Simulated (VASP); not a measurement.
# Ga3SbN2 (P6mm) in VASP: notebook, part 2 of 3

VASP 6.6.1.

## 3. Single point, PBE

This run uses another cell than the first one, of 16.10 Å³/atom.

Contents of INCAR:

```
PREC = Accurate
ENCUT = 520
EDIFF = 1E-7
ISMEAR = 0
SIGMA = 0.1
LREAL = F
LASPH = T
NELM = 60
ALGO = Normal
ISIF = 2
LWAVE = F
LCHARG = T
GGA = PE
LELF = T
LVHAR = T
NBANDS = 36
```

Contents of KPOINTS:

```
regular mesh
0
Gamma
  6 6 12
```

Contents of POSCAR:

```
Ga3SbN2
1.0
    5.9161349752      0.0000000000      0.0000000000
   -2.9580674876      5.1235231808      0.0000000000
    0.0000000000      0.0000000000      3.1876133491
Ga Sb N
3 1 2
Direct
    0.5000000000      0.0000000000      0.3021322709
    0.0000000000      0.5000000000      0.3021322709
    0.5000000000      0.5000000000      0.3021322709
    0.0000000000      0.0000000000      0.5145849912
    0.3333333333      0.6666666667     -0.0000293969
    0.6666666667      0.3333333333     -0.0000293969
```

Potentials or basis: VASP PAW PBE potentials, release 64 (Ga_d, Sb, N).

Started as:

```
> cat potpaw_PBE.64/Ga_d/POTCAR potpaw_PBE.64/Sb/POTCAR potpaw_PBE.64/N/POTCAR > POTCAR
> mpirun -np 1 vasp_std > vasp.out
```

OUTCAR:

```text
PREC = Accurate
   ENCUT = 520
   EDIFF = 1E-7
   ISMEAR = 0
   LREAL = F
   LASPH = T
   NELM = 60
   ISIF = 2
   GGA = PE

 ion  position               nearest neighbor table
   1  0.500  0.000  0.302-   5 1.96   6 1.96   4 3.03   4 3.03
   2  0.000  0.500  0.302-   5 1.96   6 1.96   4 3.03   4 3.03
   3  0.500  0.500  0.302-   5 1.96   6 1.96   4 3.03   4 3.03
   4  0.000  0.000  0.515-   1 3.03   1 3.03   3 3.03   2 3.03   2 3.03   3 3.03
   5  0.333  0.667  1.000-   2 1.96   1 1.96   3 1.96
   6  0.667  0.333  1.000-   2 1.96   1 1.96   3 1.96

  LATTYP: Found a hexagonal cell.
 ALAT       =     5.9161349752
 C/A-ratio  =     0.5387999703

  Lattice vectors:

 A1 = (   5.9161349752,   0.0000000000,   0.0000000000)
 A2 = (  -2.9580674876,   5.1235231808,   0.0000000000)
 A3 = (   0.0000000000,   0.0000000000,   3.1876133491)

Analysis of symmetry for initial positions (statically):
=====================================================================
 Subroutine PRICEL returns:
 Original cell was already a primitive cell.

 Routine SETGRP: Setting up the symmetry group for a
 hexagonal supercell.

 Subroutine GETGRP returns: Found 12 space group operations
 (whereof 12 operations were pure point group operations)
 out of a pool of 24 trial point group operations.

The static configuration has the point symmetry C_6v.

Analysis of symmetry for dynamics (positions and initial velocities):
=====================================================================
 Subroutine PRICEL returns:
 Original cell was already a primitive cell.

 Routine SETGRP: Setting up the symmetry group for a
 hexagonal supercell.

 Subroutine GETGRP returns: Found 12 space group operations
 (whereof 12 operations were pure point group operations)
 out of a pool of 24 trial point group operations.

The dynamic configuration has the point symmetry C_6v.

 Subroutine INISYM returns: Found 12 space group operations
 (whereof 12 operations are pure point group operations),
 and found     1 'primitive' translations

----------------------------------------------------------------------------------------

                                     Primitive cell

  volume of cell :      96.6212

  direct lattice vectors                    reciprocal lattice vectors
     5.916134975  0.000000000  0.000000000     0.169029274  0.097589097  0.000000000
    -2.958067488  5.123523181  0.000000000     0.000000000  0.195178194  0.000000000
     0.000000000  0.000000000  3.187613349     0.000000000  0.000000000  0.313714334

  length of vectors
     5.916134975  5.916134975  3.187613349     0.195178194  0.195178194  0.313714334

  position of ions in fractional coordinates (direct lattice)
     0.500000000  0.000000000  0.302132271
     0.000000000  0.500000000  0.302132271
     0.500000000  0.500000000  0.302132271
     0.000000000  0.000000000  0.514584991
     0.333333333  0.666666667  0.999970603
     0.666666667  0.333333333  0.999970603

  ion indices of the primitive-cell ions
   primitive index   ion index
                 1           1
                 2           2
                 3           3
                 4           4
                 5           5
                 6           6

[... 28 lines left out ...]
  0.000000  0.000000  0.000000      1.000000
  0.166667  0.000000  0.000000      6.000000
  0.333333  0.000000  0.000000      6.000000
  0.500000  0.000000  0.000000      3.000000
  0.166667  0.166667  0.000000      6.000000
  0.333333  0.166667  0.000000     12.000000
[... 16 lines left out ...]
  0.166667  0.000000  0.250000     12.000000
  0.333333  0.000000  0.250000     12.000000
 [... further k-points ...]
   k-points           NKPTS =     49   k-points in BZ     NKDIM =     49   number of bands    NBANDS=     36
   number of dos      NEDOS =    301   number of ions     NIONS =      6
   total plane-waves  NPLWV =  55296
   dimension x,y,z NGX =    48 NGY =   48 NGZ =   24
   dimension x,y,z NGXF=    96 NGYF=   96 NGZF=   48
   ions per type =               3   1   2
   NGX,Y,Z   is equivalent  to a cutoff of  13.49, 13.49, 12.52 a.u.
   NGXF,Y,Z  is equivalent  to a cutoff of  26.98, 26.98, 25.03 a.u.
 SYSTEM =  unknown system
   PREC   = accura    normal or accurate (medium, high low for compatibility)
   ISTART =      0    job   : 0-new  1-cont  2-samecut
   ICHARG =      2    charge: 1-file 2-atom 10-const
   ISPIN  =      1    spin polarized calculation?
   LNONCOLLINEAR =      F non collinear calculations
   LSORBIT =      F    spin-orbit coupling
   LASPH  =      T    aspherical Exc in radial PAW
   ENCUT  =  520.0 eV  38.22 Ry    6.18 a.u.  11.00 11.00  5.93*2*pi/ulx,y,z
   NELM   =     60;   NELMIN=  2; NELMDL= -5     # of ELM steps
   EDIFF  = 0.1E-06   stopping-criterion for ELM
   LREAL  =      F    real-space projection
   EDIFFG = 0.1E-05   stopping-criterion for IOM
   NSW    =      0    number of steps for IOM
   IBRION =     -1    ionic relax: 0-MD 1-quasi-New 2-CG
   NFREE  =      0    steps in history (QN), initial steepest desc. (CG)
   ISIF   =      2    stress and relaxation
   ISYM   =      2    0-nonsym 1-usesym 2-fastsym
   POTIM  = 0.5000    time-step for ionic-motion
   TEBEG  =    0.0;   TEEND  =   0.0 temperature during run
   PSTRESS=    0.0 pullay stress
   NELECT =      54.0000    total number of electrons
   NUPDOWN=      -1.0000    fix difference up-down
   EMIN   =  10.00;   EMAX   =-10.00  energy-range for DOS
   EFERMI =   0.00;   METHOD = LEGACY
   ISMEAR =     0;   SIGMA  =   0.10  broadening in eV -4-tet -1-fermi 0-gaus
   EFERMI_NEDOS =   21; number of points for ismear=-14 and -15
   IALGO  =     38    algorithm
   IMIX   =      4    mixing-type and parameters
     AMIX     =   0.40;   BMIX     =  1.00
     AMIX_MAG =   1.60;   BMIX_MAG =  1.00
  volume/ion in A,a.u.               =      16.10       108.67
  Fermi-wavevector in a.u.,A,eV,Ry     =   1.348493  2.548282 24.741278  1.818433
  Thomas-Fermi vector in A             =   2.476157
   LORBIT       =      0    0 simple, 1 ext, 2 COOP (PROOUT), +10 PAW based schemes
   GGA     = PE    functional components
   LHFCALC =     F    Hartree Fock is set to
   AEXX    =    0.0000 exact exchange contribution
   IVDW    =     0    specifies the selected vdW correction
   LEPSILON=     F    determine dielectric tensor
   LRPA    =     F    only Hartree local field effects (RPA)
 non-spin polarized calculation
 Gauss-broadening in eV      SIGMA  =   0.10
  energy-cutoff  :      520.00
  volume of cell :       96.62
 maximum number of plane-waves:      2634
 NGX is ok and might be reduce to    48
   NGX = 21   NGY = 21   NGZ = 11

 number of electron      54.0000038 magnetization

 Free energy of the ion-electron system (eV)
  ---------------------------------------------------
  ext. energy  EPLUGINS =         0.00000000
  ---------------------------------------------------
  free energy    TOTEN  =       -27.54571271 eV

  energy without entropy =      -27.53799699  energy(sigma->0) =      -27.54185485

 E-fermi :   6.5380     XC(G=0): -10.9037

 val. band max:        6.4639578641   @ k =   0.3333   0.3333   0.0000
 cond. band min:       6.5506006479   @ k =   0.3333   0.1667   0.5000
 fundamental gap:      0.0866427837
 Fermi energy:         6.5380417027

 k-point     1 :       0.0000    0.0000    0.0000
  band No.  band energies     occupation
      1     -10.4673      2.00000
      2      -9.6736      2.00000
      3      -8.8615      2.00000
      4      -8.8227      2.00000
      5      -8.8227      2.00000
      6      -8.7900      2.00000
[... 925 lines left out ...]
     35      13.0276      0.00000
     36      13.5047      0.00000

 [... further k-points ...]

------------------------ aborting loop because EDIFF is reached ----------------------------------------

  FORCE on cell =-STRESS in cart. coord.  units (eV):
  Direction    XX          YY          ZZ          XY          YZ          ZX
  --------------------------------------------------------------------------------------
  -------------------------------------------------------------------------------------
  Total        0.0988111      0.0988111      0.0090785     -0.0000000      0.0000000     -0.0000000
  in kB        1.6384903      1.6384903      0.1505402     -0.0000000      0.0000000     -0.0000000
  external PRESSURE =       1.1425069 kB  Pullay stress =       0.0000000 kB

 VOLUME and BASIS-vectors are now :
 -----------------------------------------------------------------------------
  energy-cutoff  :      520.00
  volume of cell :       96.62
      direct lattice vectors                 reciprocal lattice vectors
     5.916134975  0.000000000  0.000000000     0.169029274  0.097589097  0.000000000
    -2.958067488  5.123523181  0.000000000     0.000000000  0.195178194  0.000000000
     0.000000000  0.000000000  3.187613349     0.000000000  0.000000000  0.313714334

 POSITION                                       TOTAL-FORCE (eV/Angst)
 -----------------------------------------------------------------------------------
      2.95807      0.00000      0.96308        -0.000000     -0.000000      0.018754
     -1.47903      2.56176      0.96308         0.000000     -0.000000      0.018754
      1.47903      2.56176      0.96308        -0.000000     -0.000000      0.018754
      0.00000      0.00000      1.64030         0.000000      0.000000      0.004480
     -0.00000      3.41568      3.18752         0.000000     -0.000000     -0.030371
      2.95807      1.70784      3.18752        -0.000000     -0.000000     -0.030371
 -----------------------------------------------------------------------------------
    total drift:                               -0.000000     -0.000001      0.000272

  FREE ENERGIE OF THE ION-ELECTRON SYSTEM (eV)
  ---------------------------------------------------
  free  energy   TOTEN  =       -27.5457127106 eV

  energy  without entropy=      -27.5379969892  energy(sigma->0) =      -27.54185485
```

OSZICAR:

```text
N       E                     dE             d eps       ncg     rms          rms(c)
DAV:   1     0.495944524664E+03    0.49594E+03   -0.25004E+04  3628   0.244E+03
DAV:   2     0.506048932244E+02   -0.44534E+03   -0.42645E+03  3832   0.575E+02
DAV:   3    -0.266316646335E+02   -0.77237E+02   -0.75133E+02  4164   0.174E+02
DAV:   4    -0.321600306256E+02   -0.55284E+01   -0.54513E+01  4484   0.465E+01
DAV:   5    -0.323077089745E+02   -0.14768E+00   -0.14714E+00  4324   0.736E+00    0.123E+01
DAV:   6    -0.277838219046E+02    0.45239E+01   -0.25110E+01  6036   0.431E+01    0.605E+00
DAV:   7    -0.275872094355E+02    0.19661E+00   -0.40449E+00  3880   0.120E+01    0.322E+00
DAV:   8    -0.275646120647E+02    0.22597E-01   -0.64909E-01  4480   0.397E+00    0.132E+00
DAV:   9    -0.275449643441E+02    0.19648E-01   -0.64671E-02  4420   0.286E+00    0.285E-01
DAV:  10    -0.275456092284E+02   -0.64488E-03   -0.12736E-02  4156   0.125E+00    0.165E-01
DAV:  11    -0.275457456879E+02   -0.13646E-03   -0.21617E-03  4724   0.474E-01    0.957E-02
DAV:  12    -0.275457209197E+02    0.24768E-04   -0.37869E-04  4056   0.130E-01    0.323E-02
DAV:  13    -0.275457143291E+02    0.65907E-05   -0.88170E-05  5096   0.544E-02    0.899E-03
DAV:  14    -0.275457133212E+02    0.10079E-05   -0.48082E-06  4172   0.186E-02    0.602E-03
DAV:  15    -0.275457127990E+02    0.52221E-06   -0.13299E-06  4520   0.595E-03    0.169E-03
DAV:  16    -0.275457127106E+02    0.88400E-07   -0.54886E-08  2248   0.205E-03
   1 F= -.27545713E+02 E0= -.27541855E+02  d E =-.771572E-02
```

Run time: 2.9 min. Hardware: 1 thread of Intel Xeon Platinum 8488C (Sapphire Rapids), shared host; peak memory 0.32 GiB.

Results:

- Free energy: -27.5457 eV
- Pressure: 0.1 GPa
- Largest force: 0.030 eV/Å
- Band gap on the k mesh: zero (bands 27 and 28 overlap by 2.22 eV)

Forces in eV/Å, atoms in the order of the input:
```
Ga   0.000  0.000  0.019
Ga   0.000  0.000  0.019
Ga   0.000  0.000  0.019
Sb   0.000  0.000  0.004
N    0.000  0.000 -0.030
N    0.000  0.000 -0.030
```

Levels at points of the mesh, in eV from the Fermi level:
```tsv
k point	band 25	band 26	band 27	band 28	band 29	band 30
(0.00, 0.00, 0.00)	-1.75	-1.75	-1.65	1.99	1.99	4.17
(0.50, 0.00, 0.00)	-2.06	-1.92	-0.64	1.90	2.05	2.36
(0.00, 0.00, 0.50)	-3.77	-1.78	-1.78	-1.58	-1.58	2.76
(0.50, 0.00, 0.50)	-3.07	-2.94	-0.79	0.42	1.20	2.39
```

Caveat: spin-orbit coupling is left out, which moves the levels of the heavy elements.

(Continued in part 3 of 3.)
